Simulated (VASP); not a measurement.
Here is a VASP 6.6.1 calculation.

The input INCAR:

```
SYSTEM = BP
  PREC = Accurate
  ENCUT = 520
  EDIFF = 1E-6
  ISMEAR = 0
  SIGMA = 0.01
  LREAL = .FALSE.
  LASPH = .TRUE.
  NELM = 80
  ALGO = Normal
  ISIF = 2
  LWAVE = .FALSE.
  LCHARG = .TRUE.
  GGA = PE
  LELF = .TRUE.
  LVHAR = .TRUE.
  NBANDS = 11
```

The input KPOINTS:

```
Automatic mesh
0
G
  8 8 8
  0 0 0
```

The input POSCAR:

```
BP
1.0
    0.0000000000      2.2383340787      2.2383340787
    2.2383340787      0.0000000000      2.2383340787
    2.2383340787      2.2383340787      0.0000000000
B P
1 1
Direct
    0.0000000000      0.0000000000      0.0000000000
    0.2500000000      0.2500000000      0.2500000000
```

Potentials or basis: VASP PAW PBE potentials, release 64 (B, P).

Command:

```sh
$ cat potpaw_PBE.64/B/POTCAR potpaw_PBE.64/P/POTCAR > POTCAR
$ mpirun -np 1 vasp_std > vasp.out
```

Q: What does it give for the pressure?

A: 8.2 GPa.

Q: What does it give for the band gap on the k mesh?

A: 1.22 eV, indirect (least direct gap 3.46 eV).

A k mesh can miss the band edges. PBE gaps usually lie below the measured ones, often by a third to a half.
